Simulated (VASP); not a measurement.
# Sb: single point with PBEsol

The system is Sb, a slab with vacuum.

```
Sb
1.0
     4.46891    0.00000    0.00000
     2.23446    3.87019    0.00000
     0.00000    0.00000   21.47328
Sb
4
Direct
  0.00000 0.00000 0.37256
  0.66667 0.66667 0.45752
  0.33333 0.33333 0.54248
  0.00000 0.00000 0.62744
```

* Program: VASP 6.6.1
* Task: single point
* Functional: PBEsol
* Potentials or basis: VASP PAW PBE potentials, release 64 (Sb)
* Cutoff: 520 eV
* k mesh: 5 × 5 × 1
* Occupations: methfessel-paxton, width 0.15 eV
* Spin: no spin polarisation

| Property | Result |
| --- | --- |
| Largest force | 1.872 eV/Å |
| Band gap on the k mesh | 0.85 eV, direct |

Forces in eV/Å, atoms in the order of the input:
```
Sb   0.000  0.000  1.706
Sb   0.000  0.000 -1.872
Sb   0.000  0.000  1.872
Sb   0.000  0.000 -1.706
```

Levels at points of the mesh, in eV from the valence-band top:
```tsv
k point	band 6	band 7	band 8	band 9	band 10	band 11	band 12	band 13	band 14	band 15
(0.00, 0.00, 0.00)	-0.79	-0.73	-0.05	0.00	0.00	0.85	1.31	1.31	2.23	2.84
```

Run time: 91 s on 1 thread of AMD EPYC 7R13 (shared host), peak memory 0.43 GiB.

Caveat: the PAW data sets were made with another functional, which shifts forces and pressure a little; spin-orbit coupling is left out, which moves the levels of the heavy elements.
